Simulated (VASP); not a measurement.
# BN (F-43m) in VASP: notebook, part 2 of 2

VASP 6.6.1. The steps go on from the part before.

## 3. Single point, PBE

File INCAR:

```
SYSTEM = BN
ALGO = Normal ; EDIFF = 1E-6
ENCUT = 520 ; GGA = PE
ISIF = 2 ; ISMEAR = 0
LASPH = .TRUE. ; LCHARG = .FALSE.
LREAL = .FALSE. ; LWAVE = .FALSE.
NBANDS = 11 ; NELM = 80
PREC = Accurate ; SIGMA = 0.02
```

File KPOINTS:

```
k-points
0
G
  12 12 12
  0 0 0
```

File POSCAR:

```
BN
1.0
    0.0000000000      1.8123237860      1.8123237860
    1.8123237860      0.0000000000      1.8123237860
    1.8123237860      1.8123237860      0.0000000000
B N
1 1
Direct
    0.0000000000      0.0000000000      0.0000000000
    0.2500000000      0.2500000000      0.2500000000
```

Potentials or basis: VASP PAW PBE potentials, release 64 (B, N).

Run with:

```bash
$ cat potpaw_PBE.64/B/POTCAR potpaw_PBE.64/N/POTCAR > POTCAR
$ mpirun -np 1 vasp_std > vasp.out
```

OUTCAR:

```text
SYSTEM = BN
   EDIFF = 1E-6
   ENCUT = 520
   GGA = PE
   ISIF = 2
   ISMEAR = 0
   LASPH = .TRUE.
   LREAL = .FALSE.
   NELM = 80
   PREC = Accurate

 ion  position               nearest neighbor table
   1  0.000  0.000  0.000-   2 1.57   2 1.57   2 1.57   2 1.57
   2  0.250  0.250  0.250-   1 1.57   1 1.57   1 1.57   1 1.57

  LATTYP: Found a face centered cubic cell.
 ALAT       =     3.6246475720

  Lattice vectors:

 A1 = (   0.0000000000,   1.8123237860,   1.8123237860)
 A2 = (   1.8123237860,   0.0000000000,   1.8123237860)
 A3 = (   1.8123237860,   1.8123237860,   0.0000000000)

Analysis of symmetry for initial positions (statically):
=====================================================================
 Subroutine PRICEL returns:
 Original cell was already a primitive cell.

 Routine SETGRP: Setting up the symmetry group for a
 face centered cubic supercell.

 Subroutine GETGRP returns: Found 24 space group operations
 (whereof 24 operations were pure point group operations)
 out of a pool of 48 trial point group operations.

The static configuration has the point symmetry T_d .

Analysis of symmetry for dynamics (positions and initial velocities):
=====================================================================
 Subroutine PRICEL returns:
 Original cell was already a primitive cell.

 Routine SETGRP: Setting up the symmetry group for a
 face centered cubic supercell.

 Subroutine GETGRP returns: Found 24 space group operations
 (whereof 24 operations were pure point group operations)
 out of a pool of 48 trial point group operations.

The dynamic configuration has the point symmetry T_d .

 Subroutine INISYM returns: Found 24 space group operations
 (whereof 24 operations are pure point group operations),
 and found     1 'primitive' translations

----------------------------------------------------------------------------------------

                                     Primitive cell

  volume of cell :      11.9052

[... 115 lines left out ...]
   AEXX    =    0.0000 exact exchange contribution
   IVDW    =     0    specifies the selected vdW correction
   LEPSILON=     F    determine dielectric tensor
   LRPA    =     F    only Hartree local field effects (RPA)
 non-spin polarized calculation
 Gauss-broadening in eV      SIGMA  =   0.02
  energy-cutoff  :      520.00
  volume of cell :       11.91
 maximum number of plane-waves:       332
   NGX =  9   NGY =  9   NGZ =  9

 number of electron       7.9999999 magnetization

 Free energy of the ion-electron system (eV)
  ---------------------------------------------------
  ext. energy  EPLUGINS =         0.00000000
  ---------------------------------------------------
  free energy    TOTEN  =       -17.45101199 eV

  energy without entropy =      -17.45101199  energy(sigma->0) =      -17.45101199

 E-fermi :   7.4066     XC(G=0): -12.7826

 val. band max:        7.3047555793   @ k =   0.0000   0.0000   0.0000
 cond. band min:      11.7555872250   @ k =   0.5000   0.5000   0.0000
 fundamental gap:      4.4508316456
 Fermi energy:         7.4066062622

 k-point     1 :       0.0000    0.0000    0.0000
  band No.  band energies     occupation
      1     -12.8353      2.00000
      2       7.3048      2.00000
      3       7.3048      2.00000
      4       7.3048      2.00000
      5      16.0866      0.00000
      6      16.0866      0.00000
      7      16.0866      0.00000
      8      17.5243      0.00000
      9      31.9071      0.00000
     10      34.9759      0.00000
     11      34.9759      0.00000
[... 309 lines left out ...]
 k-point    24 :      -0.4167    0.1667    0.0000
  band No.  band energies     occupation
      1      -8.2954      2.00000
      2      -2.6237      2.00000
      3       3.2086      2.00000
      4       4.7584      2.00000
      5      16.5774      0.00000
      6      19.4117      0.00000
      7      19.4877      0.00000
      8      22.8915      0.00000
      9      28.2604      0.00000
     10      32.5570      0.00000
     11      33.8252      0.00000

 [... further k-points ...]

------------------------ aborting loop because EDIFF is reached ----------------------------------------

  FORCE on cell =-STRESS in cart. coord.  units (eV):
  Direction    XX          YY          ZZ          XY          YZ          ZX
  --------------------------------------------------------------------------------------
  -------------------------------------------------------------------------------------
  Total        0.0190700      0.0190700      0.0190700     -0.0000000      0.0000000      0.0000000
  in kB        2.5663977      2.5663977      2.5663977     -0.0000000      0.0000000      0.0000000
  external PRESSURE =       2.5663977 kB  Pullay stress =       0.0000000 kB

 VOLUME and BASIS-vectors are now :
 -----------------------------------------------------------------------------
  energy-cutoff  :      520.00
  volume of cell :       11.91
      direct lattice vectors                 reciprocal lattice vectors
     0.000000000  1.812323786  1.812323786    -0.275888891  0.275888891  0.275888891
     1.812323786  0.000000000  1.812323786     0.275888891 -0.275888891  0.275888891
     1.812323786  1.812323786  0.000000000     0.275888891  0.275888891 -0.275888891

 POSITION                                       TOTAL-FORCE (eV/Angst)
 -----------------------------------------------------------------------------------
      0.00000      0.00000      0.00000        -0.000000     -0.000000     -0.000000
      0.90616      0.90616      0.90616         0.000000      0.000000      0.000000
 -----------------------------------------------------------------------------------
    total drift:                                0.000000      0.000000      0.000000

  FREE ENERGIE OF THE ION-ELECTRON SYSTEM (eV)
  ---------------------------------------------------
  free  energy   TOTEN  =       -17.4510119904 eV

  energy  without entropy=      -17.4510119904  energy(sigma->0) =      -17.45101199
```

OSZICAR:

```text
N       E                     dE             d eps       ncg     rms          rms(c)
DAV:   1     0.111453139552E+02    0.11145E+02   -0.50418E+03  1608   0.724E+02
DAV:   2    -0.178587923171E+02   -0.29004E+02   -0.28172E+02  1923   0.166E+02
DAV:   3    -0.184031402683E+02   -0.54435E+00   -0.54343E+00  1866   0.196E+01
DAV:   4    -0.184038027999E+02   -0.66253E-03   -0.66252E-03  1698   0.761E-01
DAV:   5    -0.184038034025E+02   -0.60262E-06   -0.60266E-06  1842   0.228E-02    0.666E+00
DAV:   6    -0.175342736860E+02    0.86953E+00   -0.29478E+00  1665   0.988E+00    0.324E+00
DAV:   7    -0.174648222876E+02    0.69451E-01   -0.10059E-01  1773   0.263E+00    0.191E+00
DAV:   8    -0.174507479381E+02    0.14074E-01   -0.35231E-02  1766   0.136E+00    0.188E-01
DAV:   9    -0.174509183931E+02   -0.17045E-03   -0.98367E-04  1665   0.258E-01    0.828E-02
DAV:  10    -0.174510066163E+02   -0.88223E-04   -0.12353E-04  1718   0.948E-02    0.150E-02
DAV:  11    -0.174510119705E+02   -0.53542E-05   -0.95186E-06  1815   0.252E-02    0.106E-02
DAV:  12    -0.174510119904E+02   -0.19871E-07   -0.16043E-06   978   0.872E-03
   1 F= -.17451012E+02 E0= -.17451012E+02  d E =-.106904E-15
```

stdout:

```text
POSCAR found type information on POSCAR B N
 POSCAR found :  2 types and       2 ions
 scaLAPACK will be used
 LDA part: xc-table for (Slater+PW92), standard interpolation
 POSCAR, INCAR and KPOINTS ok, starting setup
 FFT: planning ... GRIDC
 FFT: planning ... GRID_SOFT
 FFT: planning ... GRID
 WAVECAR not read
 entering main loop
```

Run time: 8.2 s. Hardware: 1 thread of AMD EPYC 7R43 (Zen 3), shared host; peak memory 0.09 GiB.

What came out:

```yaml
Free_energy: -17.4510 eV
Pressure: 0.3 GPa
Band_gap_on_the_k_mesh: 4.45 eV, indirect (least direct gap 8.78 eV)
```

Levels at points of the mesh, in eV from the valence-band top:
```tsv
k point	band 2	band 3	band 4	band 5	band 6	band 7
(0.00, 0.00, 0.00)	0.00	0.00	0.00	8.78	8.78	8.78
(0.50, 0.00, 0.00)	-10.62	-1.93	-1.93	10.04	10.66	10.66
(0.50, 0.50, 0.00)	-8.86	-4.86	-4.86	4.45	9.19	17.80
```

A k mesh can miss the band edges. A hybrid or GW would open this gap; PBE tends to underestimate it.

## 4. Relaxation of cell and atoms, PBE

This run uses another cell than the first one, of 7.98 Å³/atom, 1.340 times its volume.

File INCAR:

```
SYSTEM = BN
PREC     = Accurate       ! precision mode
ENCUT    = 600            ! plane-wave cutoff, eV
EDIFF    = 1E-7           ! SCF threshold, eV
ISMEAR   = 0              ! smearing method
SIGMA    = 0.1            ! smearing width, eV
LREAL    = .False.        ! projectors in reciprocal space
LASPH    = .True.         ! aspherical terms in the spheres
NELM     = 80             ! most SCF steps
ALGO     = Normal         ! electronic algorithm
ISIF     = 3              ! what is computed and relaxed
LWAVE    = .False.        ! write WAVECAR
LCHARG   = .False.        ! write CHGCAR
GGA      = PE             ! functional
IBRION   = 2              ! ionic algorithm
NSW      = 80             ! ionic steps
EDIFFG   = -0.05          ! ionic threshold
```

File KPOINTS:

```
regular mesh
0
Gamma
  8 8 8
  0 0 0
```

File POSCAR:

```
BN
1.0
    0.0000000000      1.9980130147      1.9980130147
    1.9980130147      0.0000000000      1.9980130147
    1.9980130147      1.9980130147      0.0000000000
B N
1 1
Direct
    0.0000000000      0.0000000000      0.0000000000
    0.2500000000      0.2500000000      0.2500000000
```

Run with:

```bash
$ cat potpaw_PBE.64/B/POTCAR potpaw_PBE.64/N/POTCAR > POTCAR
$ mpirun -np 1 vasp_std > vasp.out
```

It took 17 s on 1 thread of AMD EPYC 7R43 (Zen 3), shared host; peak memory 0.09 GiB.

It converged, with:

```
Free energy                            : -17.4644 eV
Relaxed volume                         : 5.96 Å³/atom
Relaxed cell                           : a = 2.564 Å, b = 2.564 Å, c = 2.564 Å, α = 60.00°, β = 60.00°, γ = 60.00°
Space group after relaxing (to 0.05 Å) : F-43m (No. 216)
Energy gained by relaxing              : 502.6 meV/atom
Ionic steps                            : 4
Pressure after relaxing                : -0.3 GPa
Band gap on the k mesh                 : 4.45 eV, indirect (least direct gap 8.78 eV)
```

Step by step:
```csv
step,energy change (eV),largest force (eV/Å),pressure (GPa),volume (Å³)
1,0.0000,0.0000,-62.88,15.95
2,-0.3909,0.0000,106.93,9.76
3,-1.0046,0.0000,-2.50,11.99
4,-1.0053,0.0000,-0.27,11.92
```

Final structure:
```
CELL_PARAMETERS angstrom
0.00000 1.81289 1.81289
1.81289 0.00000 1.81289
1.81289 1.81289 0.00000
ATOMIC_POSITIONS crystal
B 0.00000 0.00000 0.00000
N 0.25000 0.25000 0.25000
```

Levels at points of the mesh, in eV from the valence-band top:
```tsv
k point	band 2	band 3	band 4	band 5	band 6	band 7
(0.00, 0.00, 0.00)	0.00	0.00	0.00	8.78	8.78	8.78
(0.50, 0.00, 0.00)	-10.61	-1.92	-1.92	10.03	10.66	10.66
(0.50, 0.50, 0.00)	-8.86	-4.86	-4.86	4.45	9.18	17.78
```

Caveat: the volume moved by over 15 % at a fixed basis, so the end points are rough. A k mesh can miss the band edges.

## 5. The runs side by side

```tsv
task	cell	k mesh	cutoff (eV)	smearing	gap on the mesh (eV)	pressure (GPa)
single point	a = 2.563 Å, angles 60.0°, 2 atoms	8 × 8 × 8	520	gaussian 0.1 eV	4.45	0.3
single point	a = 2.563 Å, angles 60.0°, 2 atoms	12 × 12 × 12	520	gaussian 0.02 eV	4.45	0.3
relaxation of cell and atoms	relaxed from a = 2.826 Å, angles 60.0°, 2 atoms	8 × 8 × 8	600	gaussian 0.1 eV	4.45	-0.3
```

Alike in all rows: level PBE; potentials or basis VASP PAW PBE potentials, release 64 (B, N); no spin polarisation.

Caveats: the volume moved by over 15 % at a fixed basis, so the end points are rough (some runs).

Absolute energies hang on the potentials; compare differences alone.
